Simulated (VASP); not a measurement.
The system is ZnS.

```xyz
2
Lattice="0.0000 2.7376 2.7376 2.7376 0.0000 2.7376 2.7376 2.7376 0.0000" Properties=species:S:1:pos:R:3 pbc="T T T"
Zn    4.1063    4.1063    4.1063
S     0.0000    0.0000    0.0000
```

Base run:

```yaml
Program: VASP 6.6.1
Functional: b88 exchange, pbe correlation
Potentials_or_basis: VASP PAW PBE potentials, release 64 (Zn, S)
Cutoff: 500 eV
k_mesh: 9 × 9 × 9
Occupations: fermi-dirac, width 0.05 eV
Spin: no spin polarisation
```

Its results: band gap on the k mesh 1.95 eV; pressure -1.1 GPa.

Question: After a change of settings the same cell gave: band gap on the k mesh 2.49 eV; pressure -4.4 GPa. Which change was it?
A. functional from b88 exchange, pbe correlation to PBE-based screened hybrid with 25 % exact exchange; cutoff from 500 eV to 520 eV; k mesh from 9 × 9 × 9 to 5 × 5 × 5
B. functional from b88 exchange, pbe correlation to PBE0; cutoff from 500 eV to 520 eV; k mesh from 9 × 9 × 9 to 5 × 5 × 5
C. functional from b88 exchange, pbe correlation to r2SCAN50; cutoff from 500 eV to 520 eV; k mesh from 9 × 9 × 9 to 5 × 5 × 5
D. functional from b88 exchange, pbe correlation to r2SCAN; cutoff from 500 eV to 520 eV; dispersion from none to D3(BJ)

Answer: D.

Caveats: the PAW data sets were made with another functional, which shifts forces and pressure a little; the cell stands under tension (at least some runs).
